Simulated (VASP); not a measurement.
# Rh (Fm-3m) in VASP: further runs

Rh is run at these levels: PBE+D3(BJ); tasks: single point.

All numbers are computed with VASP 6.6.1; they aren't measurements. Logs are shortened: lines on timing, memory, paths and dates and some standing lists are left out, and cuts for length are marked.

## Step 1: The cell of the first run

Symmetry: Fm-3m, No. 225, cubic system. Conventional cell: a = 3.693 Å, b = 3.693 Å, c = 3.693 Å, α = 90.00°, β = 90.00°, γ = 90.00°. Rh (site symmetry m-3m) has 12 Rh at 2.61 Å within 3.4 Å.

## Step 2: Single point, PBE+D3(BJ)

INCAR

```
SYSTEM = Rh
PREC = Accurate
ENCUT = 500
EDIFF = 1E-6
ISMEAR = 0
SIGMA = 0.05
LREAL = .FALSE.
LASPH = .TRUE.
NELM = 120
ALGO = Normal
ISIF = 2
LWAVE = .FALSE.
LCHARG = .TRUE.
GGA = PE
IVDW = 12
LELF = .TRUE.
LVHAR = .TRUE.
NBANDS = 14
GGA_COMPAT = .FALSE.
```

KPOINTS

```
regular mesh
0
G
  21 21 21
  0 0 0
```

POSCAR

```
Rh
1.0
    0.0000000000      1.8466369948      1.8466369948
    1.8466369948      0.0000000000      1.8466369948
    1.8466369948      1.8466369948      0.0000000000
Rh
1
Direct
    0.0000000000      0.0000000000      0.0000000000
```

Potentials or basis: VASP PAW PBE potentials, release 64 (Rh_pv).

Run with:

```bash
cat potpaw_PBE.64/Rh_pv/POTCAR > POTCAR
mpirun -np 1 vasp_std > vasp.out
```

OUTCAR:

```text
SYSTEM = Rh
   PREC = Accurate
   ENCUT = 500
   EDIFF = 1E-6
   ISMEAR = 0
   LREAL = .FALSE.
   LASPH = .TRUE.
   NELM = 120
   ISIF = 2
   GGA = PE
   IVDW = 12
 IVDW          = 12

 ion  position               nearest neighbor table
   1  0.000  0.000  0.000-

  LATTYP: Found a face centered cubic cell.
 ALAT       =     3.6932739896

  Lattice vectors:

 A1 = (   0.0000000000,   1.8466369948,   1.8466369948)
 A2 = (   1.8466369948,   0.0000000000,   1.8466369948)
 A3 = (   1.8466369948,   1.8466369948,   0.0000000000)

Analysis of symmetry for initial positions (statically):
=====================================================================
 Subroutine PRICEL returns:
 Original cell was already a primitive cell.

 Routine SETGRP: Setting up the symmetry group for a
 face centered cubic supercell.

 Subroutine GETGRP returns: Found 48 space group operations
 (whereof 48 operations were pure point group operations)
 out of a pool of 48 trial point group operations.

The static configuration has the point symmetry O_h .

Analysis of symmetry for dynamics (positions and initial velocities):
=====================================================================
 Subroutine PRICEL returns:
 Original cell was already a primitive cell.

 Routine SETGRP: Setting up the symmetry group for a
 face centered cubic supercell.

 Subroutine GETGRP returns: Found 48 space group operations
 (whereof 48 operations were pure point group operations)
 out of a pool of 48 trial point group operations.

The dynamic configuration has the point symmetry O_h .

 Subroutine INISYM returns: Found 48 space group operations
 (whereof 48 operations are pure point group operations),
 and found     1 'primitive' translations

----------------------------------------------------------------------------------------

                                     Primitive cell

  volume of cell :      12.5943

  direct lattice vectors                    reciprocal lattice vectors
     0.000000000  1.846636995  1.846636995    -0.270762473  0.270762473  0.270762473
     1.846636995  0.000000000  1.846636995     0.270762473 -0.270762473  0.270762473
     1.846636995  1.846636995  0.000000000     0.270762473  0.270762473 -0.270762473

  length of vectors
     2.611539083  2.611539083  2.611539083     0.468974361  0.468974361  0.468974361

  position of ions in fractional coordinates (direct lattice)
     0.000000000  0.000000000  0.000000000

  ion indices of the primitive-cell ions
   primitive index   ion index
                 1           1

----------------------------------------------------------------------------------------

 KPOINTS: regular mesh

Automatic generation of k-mesh.
 Grid dimensions read from file:
 generate k-points for:   21   21   21

 Generating k-lattice:

  Cartesian coordinates                     Fractional coordinates (reciprocal lattice)
    -0.012893451  0.012893451  0.012893451     0.047619048  0.000000000  0.000000000
     0.012893451 -0.012893451  0.012893451     0.000000000  0.047619048  0.000000000
     0.012893451  0.012893451 -0.012893451     0.000000000  0.000000000  0.047619048

  Length of vectors
     0.022332112  0.022332112  0.022332112

  Shift w.r.t. Gamma in fractional coordinates (k-lattice)
     0.000000000  0.000000000  0.000000000

 Subroutine IBZKPT returns following result:
 ===========================================

 Found    286 irreducible k-points:

 Following reciprocal coordinates:
            Coordinates               Weight
  0.000000  0.000000  0.000000      1.000000
  0.047619  0.000000  0.000000      8.000000
  0.095238  0.000000  0.000000      8.000000
  0.142857  0.000000  0.000000      8.000000
  0.190476  0.000000  0.000000      8.000000
  0.238095  0.000000  0.000000      8.000000
[... 16 lines left out ...]
 -0.428571  0.047619  0.000000     24.000000
 -0.380952  0.047619  0.000000     24.000000
 [... further k-points ...]
   k-points           NKPTS =    286   k-points in BZ     NKDIM =    286   number of bands    NBANDS=     14
   number of dos      NEDOS =    301   number of ions     NIONS =      1
   total plane-waves  NPLWV =   8000
   dimension x,y,z NGX =    20 NGY =   20 NGZ =   20
   dimension x,y,z NGXF=    40 NGYF=   40 NGZF=   40
   ions per type =               1
   NGX,Y,Z   is equivalent  to a cutoff of  12.73, 12.73, 12.73 a.u.
   NGXF,Y,Z  is equivalent  to a cutoff of  25.46, 25.46, 25.46 a.u.
 SYSTEM =  Rh
   PREC   = accura    normal or accurate (medium, high low for compatibility)
   ISTART =      0    job   : 0-new  1-cont  2-samecut
   ICHARG =      2    charge: 1-file 2-atom 10-const
   ISPIN  =      1    spin polarized calculation?
   LNONCOLLINEAR =      F non collinear calculations
   LSORBIT =      F    spin-orbit coupling
   LASPH  =      T    aspherical Exc in radial PAW
   ENCUT  =  500.0 eV  36.75 Ry    6.06 a.u.   4.76  4.76  4.76*2*pi/ulx,y,z
   NELM   =    120;   NELMIN=  2; NELMDL= -5     # of ELM steps
   EDIFF  = 0.1E-05   stopping-criterion for ELM
   LREAL  =      F    real-space projection
   EDIFFG = 0.1E-04   stopping-criterion for IOM
   NSW    =      0    number of steps for IOM
   IBRION =     -1    ionic relax: 0-MD 1-quasi-New 2-CG
   NFREE  =      0    steps in history (QN), initial steepest desc. (CG)
   ISIF   =      2    stress and relaxation
   ISYM   =      2    0-nonsym 1-usesym 2-fastsym
   POTIM  = 0.5000    time-step for ionic-motion
   TEBEG  =    0.0;   TEEND  =   0.0 temperature during run
   PSTRESS=    0.0 pullay stress
   NELECT =      15.0000    total number of electrons
   NUPDOWN=      -1.0000    fix difference up-down
   EMIN   =  10.00;   EMAX   =-10.00  energy-range for DOS
   EFERMI =   0.00;   METHOD = LEGACY
   ISMEAR =     0;   SIGMA  =   0.05  broadening in eV -4-tet -1-fermi 0-gaus
   EFERMI_NEDOS =   21; number of points for ismear=-14 and -15
   IALGO  =     38    algorithm
   IMIX   =      4    mixing-type and parameters
     AMIX     =   0.40;   BMIX     =  1.00
     AMIX_MAG =   1.60;   BMIX_MAG =  1.00
  volume/ion in A,a.u.               =      12.59        84.99
  Fermi-wavevector in a.u.,A,eV,Ry     =   1.735323  3.279285 40.971861  3.011347
  Thomas-Fermi vector in A             =   2.808951
   LORBIT       =      0    0 simple, 1 ext, 2 COOP (PROOUT), +10 PAW based schemes
   GGA     = PE    functional components
   LHFCALC =     F    Hartree Fock is set to
   AEXX    =    0.0000 exact exchange contribution
   IVDW    =    12    specifies the selected vdW correction
   LEPSILON=     F    determine dielectric tensor
   LRPA    =     F    only Hartree local field effects (RPA)
 non-spin polarized calculation
 Gauss-broadening in eV      SIGMA  =   0.05
  energy-cutoff  :      500.00
  volume of cell :       12.59
 maximum number of plane-waves:       332
   NGX =  9   NGY =  9   NGZ =  9

 number of electron      14.9999994 magnetization

 Free energy of the ion-electron system (eV)
  ---------------------------------------------------
  ext. energy  EPLUGINS =         0.00000000
  ---------------------------------------------------
  free energy    TOTEN  =        -7.10837480 eV

  energy without entropy =       -7.10705028  energy(sigma->0) =       -7.10771254

 E-fermi :  13.5853     XC(G=0): -14.6066

 val. band max:       13.5742852925   @ k =  -0.4762   0.4286   0.0000
 cond. band min:      13.5878966448   @ k =   0.4762   0.3810   0.0952
 fundamental gap:      0.0136113523
 Fermi energy:        13.5852608383

 k-point     1 :       0.0000    0.0000    0.0000
  band No.  band energies     occupation
      1     -32.9520      2.00000
      2     -32.9520      2.00000
      3     -32.9520      2.00000
      4       4.9730      2.00000
      5      10.0598      2.00000
      6      10.0598      2.00000
      7      10.0598      2.00000
      8      12.4541      2.00000
      9      12.4541      2.00000
     10      29.4815      0.00000
     11      33.8477      0.00000
     12      35.4521      0.00000
     13      35.4521      0.00000
     14      35.4521      0.00000

 k-point     2 :       0.0476    0.0000    0.0000
  band No.  band energies     occupation
      1     -32.9750      2.00000
      2     -32.9551      2.00000
      3     -32.9551      2.00000
      4       5.0732      2.00000
      5      10.0117      2.00000
      6      10.1009      2.00000
      7      10.1009      2.00000
      8      12.4292      2.00000
      9      12.4292      2.00000
     10      29.6397      0.00000
     11      33.8473      0.00000
     12      34.9099      0.00000
     13      35.6074      0.00000
     14      35.6074      0.00000

 k-point     3 :       0.0952    0.0000    0.0000
  band No.  band energies     occupation
      1     -33.0415      2.00000
      2     -32.9638      2.00000
      3     -32.9638      2.00000
      4       5.3634      2.00000
      5       9.8857      2.00000
      6      10.2127      2.00000
      7      10.2127      2.00000
      8      12.3692      2.00000
      9      12.3692      2.00000
     10      30.0822      0.00000
     11      33.7032      0.00000
     12      33.8579      0.00000
     13      36.0635      0.00000
     14      36.0635      0.00000
[... 324 lines left out ...]
 k-point    23 :      -0.4286    0.0476    0.0000
  band No.  band energies     occupation
      1     -33.9045      2.00000
      2     -33.1024      2.00000
      3     -33.0817      2.00000
      4       6.8113      2.00000
      5       9.9388      2.00000
      6      10.0526      2.00000
      7      13.0269      2.00000
      8      14.0077      0.00000
      9      15.0283      0.00000
     10      23.7541      0.00000
     11      29.3388      0.00000
     12      33.8504      0.00000
     13      35.4542      0.00000
     14      36.1869      0.00000

 k-point    24 :      -0.3810    0.0476    0.0000
  band No.  band energies     occupation
      1     -33.8379      2.00000
      2     -33.0962      2.00000
      3     -33.0687      2.00000
      4       6.8944      2.00000
      5      10.0394      2.00000
      6      10.1332      2.00000
      7      12.3676      2.00000
      8      13.6482      0.07506
      9      14.5190      0.00000
     10      24.9390      0.00000
     11      29.7465      0.00000
     12      33.8501      0.00000
     13      35.9396      0.00000
     14      37.1473      0.00000

 [... further k-points ...]

------------------------ aborting loop because EDIFF is reached ----------------------------------------

 Edisp (eV)   -0.70916

 E8    (eV) :    -0.3187

  FORCE on cell =-STRESS in cart. coord.  units (eV):
  Direction    XX          YY          ZZ          XY          YZ          ZX
  --------------------------------------------------------------------------------------
  -------------------------------------------------------------------------------------
  Total       2.19557     2.19557     2.19557     0.00000    -0.00000     0.00000
  in kB     279.30783   279.30783   279.30783     0.00000    -0.00000     0.00000
  external pressure =      279.31 kB  Pullay stress =        0.00 kB

 VOLUME and BASIS-vectors are now :
 -----------------------------------------------------------------------------
  energy-cutoff  :      500.00
  volume of cell :       12.59
      direct lattice vectors                 reciprocal lattice vectors
     0.000000000  1.846636995  1.846636995    -0.270762473  0.270762473  0.270762473
     1.846636995  0.000000000  1.846636995     0.270762473 -0.270762473  0.270762473
     1.846636995  1.846636995  0.000000000     0.270762473  0.270762473 -0.270762473

 POSITION                                       TOTAL-FORCE (eV/Angst)
 -----------------------------------------------------------------------------------
      0.00000      0.00000      0.00000        -0.000000     -0.000000     -0.000000
 -----------------------------------------------------------------------------------
    total drift:                                0.000000     -0.000000      0.000000

  FREE ENERGIE OF THE ION-ELECTRON SYSTEM (eV)
  ---------------------------------------------------
  free  energy   TOTEN  =        -7.8175377999 eV

  energy  without entropy=       -7.8162132763  energy(sigma->0) =       -7.81687554
```

It took 18 s on 1 thread of Intel Xeon 6975P-C (Granite Rapids), shared host; peak memory 0.17 GiB.

Results:

```
Free energy                : -7.8175 eV
Pressure                   : 27.9 GPa
Band gap on the k mesh     : zero (an odd number of electrons rules out a gap without spin polarisation)
Dispersion energy per atom : -0.709 eV
```

Levels at points of the mesh, in eV from the Fermi level:
| k point | band 3 | band 4 | band 5 | band 6 | band 7 | band 8 | band 9 | band 10 | band 11 | band 12 |
| --- | --- | --- | --- | --- | --- | --- | --- | --- | --- | --- |
| (0.00, 0.00, 0.00) | -46.54 | -8.61 | -3.53 | -3.53 | -3.53 | -1.13 | -1.13 | 15.90 | 20.26 | 21.87 |

Caveat: three body term missing; the cell stands under pressure.

## Step 3: Single point, PBE+D3(BJ)

This run uses another cell than the first one, of 12.91 Å³/atom.

INCAR

```
PREC = Accurate
ENCUT = 500
EDIFF = 1E-6
ISMEAR = 0
SIGMA = 0.05
LREAL = F
LASPH = T
NELM = 120
ALGO = Normal
ISIF = 2
LWAVE = F
LCHARG = F
GGA = PE
IVDW = 12
NBANDS = 14
GGA_COMPAT = F
```

KPOINTS

```
Automatic mesh
0
Gamma
  21 21 21
```

POSCAR

```
Rh
1.0
    0.0000000000      1.8621365741      1.8621365741
    1.8621365741      0.0000000000      1.8621365741
    1.8621365741      1.8621365741      0.0000000000
Rh
1
Direct
    0.0000000000      0.0000000000      0.0000000000
```

Potentials or basis: VASP PAW PBE potentials, release 64 (Rh_pv).

Run with:

```bash
cat potpaw_PBE.64/Rh_pv/POTCAR > POTCAR
mpirun -np 1 vasp_std > vasp.out
```

Wall time 16 s (1 thread of Intel Xeon 6975P-C (Granite Rapids), shared host); peak memory 0.17 GiB.

Results (log left out):

```
Free energy                : -7.8630 eV
Pressure                   : 18.1 GPa
Band gap on the k mesh     : zero (an odd number of electrons rules out a gap without spin polarisation)
Dispersion energy per atom : -0.691 eV
```

Levels at points of the mesh, in eV from the Fermi level:
```csv
k point,band 3,band 4,band 5,band 6,band 7,band 8,band 9,band 10,band 11,band 12
"(0.00, 0.00, 0.00)",-46.49,-8.42,-3.39,-3.39,-3.39,-1.09,-1.09,15.94,20.34,21.76
```

Caveat: three body term missing; the cell stands under pressure.

## Step 4: Single point, PBE+D3(BJ)

This run uses another cell than the first one, of 13.28 Å³/atom.

INCAR

```
SYSTEM = Rh
ALGO = Normal ; EDIFF = 1E-6
ENCUT = 500 ; GGA = PE
GGA_COMPAT = .False. ; ISIF = 2
ISMEAR = 0 ; IVDW = 12
LASPH = .True. ; LCHARG = .False.
LREAL = .False. ; LWAVE = .False.
NBANDS = 14 ; NELM = 120
PREC = Accurate ; SIGMA = 0.05
```

KPOINTS

```
k-points
0
Gamma
  21 21 21
  0 0 0
```

POSCAR

```
Rh
1.0
    0.0000000000      1.8797897793      1.8797897793
    1.8797897793      0.0000000000      1.8797897793
    1.8797897793      1.8797897793      0.0000000000
Rh
1
Direct
    0.0000000000      0.0000000000      0.0000000000
```

Run with:

```bash
cat potpaw_PBE.64/Rh_pv/POTCAR > POTCAR
mpirun -np 1 vasp_std > vasp.out
```

Wall time 16 s (1 thread of Intel Xeon 6975P-C (Granite Rapids), shared host); peak memory 0.17 GiB.

The run converged. Its results:

| Item | Value |
| --- | --- |
| Free energy | -7.8930 eV |
| Pressure | 8.3 GPa |
| Band gap on the k mesh | zero (an odd number of electrons rules out a gap without spin polarisation) |
| Dispersion energy per atom | -0.671 eV |

Levels at points of the mesh, in eV from the Fermi level:
```csv
k point,band 5,band 6,band 7,band 8,band 9,band 10
"(0.00, 0.00, 0.00)",-3.25,-3.25,-3.25,-1.04,-1.04,15.97
```

Caveat: three body term missing; the cell stands under pressure.

[end of part 1 of 2]
